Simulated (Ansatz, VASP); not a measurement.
HgTe in VASP and in Ansatz

File POSCAR:

```
HgTe
1.0
    0.0000000000      3.1800000000      3.1800000000
    3.1800000000      0.0000000000      3.1800000000
    3.1800000000      3.1800000000      0.0000000000
Hg Te
1 1
Direct
    0.0000000000      0.0000000000      0.0000000000
    0.5000000000      0.5000000000      0.5000000000
```

File INCAR.step1:

```
SYSTEM = HgTe
PREC = Accurate
ENCUT = 520
ISMEAR = 1
SIGMA = 0.05
LREAL = .FALSE.
LASPH = .TRUE.
NELM = 80
NBANDS = 16
GGA = PE
ALGO = Normal
EDIFF = 1E-4
LWAVE = .TRUE.
LCHARG = .FALSE.
```

The input INCAR.step2:

```
SYSTEM = HgTe
PREC = Accurate
ENCUT = 520
EDIFF = 1E-6
ISMEAR = 1
SIGMA = 0.05
LREAL = .FALSE.
LASPH = .TRUE.
NELM = 80
ALGO = Normal
ISIF = 2
LWAVE = .FALSE.
LCHARG = .FALSE.
METAGGA = R2SCAN
LMIXTAU = .TRUE.
LUSE_VDW = .TRUE.
IVDW_NL = 2
BPARAM = 11.95
CPARAM = 0.0093
NBANDS = 16
ISTART = 1
```

The input KPOINTS:

```
Automatic mesh
0
G
  7 7 7
  0 0 0
```

input.yaml

```yaml
crystal:
  lattice:
    - [0.0, 3.18, 3.18]
    - [3.18, 0.0, 3.18]
    - [3.18, 3.18, 0.0]
  atoms:
    - { symbol: Hg, position: [0.0, 0.0, 0.0] }
    - { symbol: Te, position: [0.5, 0.5, 0.5] }
hamiltonian:
  xc: r2scan
  pseudopotentials: { kind: paw, partial_waves: polarizable }
  dispersion: rvv10
kpoints:
  mp_grid: { grid: [7, 7, 7] }
scf:
  occupations: { method: methfessel_paxton, width: 0.05 }
  n_extra_bands: 6
output:
  forces: true
  stress: true
  eigenvalues: true
  dos: { projected: false, de: 0.05, nscf_kmesh: { grid: [11, 11, 11] } }
```

Alike in both runs: functional r2SCAN; dispersion rVV10; k mesh 7 × 7 × 7; occupations methfessel-paxton of order 1, width 0.05 eV; no spin polarisation.

```csv
,VASP,Ansatz
version,VASP 6.6.1,Ansatz 0.2.0
potentials or method,"VASP PAW PBE potentials, release 64 (Hg, Te)",Ansatz PAW polarizable
plane-wave cutoff (eV),520,500
valence electrons in the cell,18,36
task,single point,density of states
```

VASP gave:

```
gap on the k mesh at the Fermi level (eV) : none
pressure (GPa)                            : -5.7
```

**Question.** What did Ansatz give for the same quantities?

**Answer.** gap on the k mesh at the Fermi level (eV): none; pressure (GPa): -6.0.

VASP's potentials were made for PBE, not for r2SCAN. A gap of «none» marks a metal or a gap that the smearing closes. VASP's potentials hold 18 valence electrons a cell and Ansatz's 36, so a difference there can come from the potentials and not from the codes.

Spin-orbit coupling is off throughout.
